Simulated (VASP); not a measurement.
## PtF2: single point with PBE

The system is PtF2.

```
Pt F
1.0
     0.00000    2.72415    2.72415
     2.72415    0.00000    2.72415
     2.72415    2.72415    0.00000
Pt F
1 2
Cartesian
  1.3621 1.3621 1.3621
  4.0862 4.0862 4.0862
  2.7242 2.7242 2.7242
```

The cell was built from a structure type or drawn by symmetry, and may not be a known phase.

| Quantity | Value |
| --- | --- |
| Program | VASP 6.6.1 |
| Task | single point |
| Functional | PBE |
| Potentials or basis | VASP PAW PBE potentials, release 64 (Pt, F) |
| Cutoff | 520 eV |
| k mesh | 14 × 14 × 14 |
| Occupations | gaussian, width 0.1 eV |
| Spin | collinear spin |
| Starting moments | [1.44, 0.26, 0.26] μB |
| Dipole correction | no |
| Further INCAR settings | ALGO = Fast; EDIFF = 1e-07; NBANDS = 23 |

```
Pressure                                              : -0.4 GPa
Band gap on the k mesh                                : zero (filled and empty bands overlap)
Net moment                                            : 2.01 μB per cell
Site moments                                          : Pt +1.51; F +0.19, +0.27 μB
Valence electrons inside the program's atomic spheres : Pt 8.36; F 5.99, 5.98
```

Levels at points of the mesh, in eV from the Fermi level:
Spin up:
```tsv
k point	band 9	band 10	band 11	band 12	band 13	band 14	band 15	band 16	band 17	band 18
(0.00, 0.00, 0.00)	-1.94	-1.94	-0.65	-0.51	-0.51	-0.51	13.48	13.48	13.48	16.56
(0.50, 0.00, 0.00)	-1.53	-0.98	-0.98	-0.56	-0.56	3.58	6.34	11.38	11.38	16.28
(0.50, 0.50, 0.00)	-2.12	-1.65	-1.58	-0.93	-0.93	3.50	6.90	11.60	11.60	16.00
```
Spin down:
```
           k point  band 9  band 10  band 11  band 12  band 13  band 14
(0.00, 0.00, 0.00)   -1.08    -1.08    -0.18     0.49     0.49     0.49
(0.50, 0.00, 0.00)   -0.59     0.04     0.04     0.21     0.21     4.20
(0.50, 0.50, 0.00)   -1.14    -0.76    -0.72     0.06     0.06     4.14
```

Run time: 3.5 min on 1 thread of Intel(R) Xeon(R) Platinum 8488C (Sapphire Rapids) (shared host), peak memory 0.29 GiB.

Caveat: spin-orbit coupling is left out, which moves the levels of the heavy elements.
